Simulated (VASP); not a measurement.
Runs of VASP 6.6.1 on BaZnPF. The structure is that of space group P4/nmm (No. 129), or close to it. The cells are those of the table. 

| cell | gap on the mesh (eV) | pressure (GPa) | largest force (eV/Å) |
| --- | --- | --- | --- |
| a = 4.253, b = 4.253, c = 9.710 Å, 8 atoms | 0.44 | -2.6 | 0.27 |
| a = 4.172, b = 4.172, c = 9.523 Å, 8 atoms | 0.45 | 0.8 | 0.14 |
| a = 4.086, b = 4.086, c = 9.329 Å, 8 atoms | 0.43 | (a) | 0.48 |
| a = 4.129, b = 4.129, c = 9.427 Å, 8 atoms | 0.44 | 2.9 | 0.30 |
| a = 4.213, b = 4.213, c = 9.617 Å, 8 atoms | 0.44 | (b) | 0.16 |

Alike in all rows: task single point; level PBE; potentials or basis VASP PAW PBE potentials, release 64 (Ba_sv, Zn, P, F); no spin polarisation; k mesh 6 × 6 × 2; cutoff (eV) 520; smearing gaussian 0.01 eV.

Fill in the values left out.

(a) 5.4; (b) -1.0.

Caveats: semilocal functionals underestimate gaps, and a narrow one can read as zero; spin-orbit coupling is left out, which moves the levels of the heavy elements; the cell stands under pressure (at least some runs).

A k mesh can miss the band edges, and the runs leave out spin-orbit coupling on Ba.
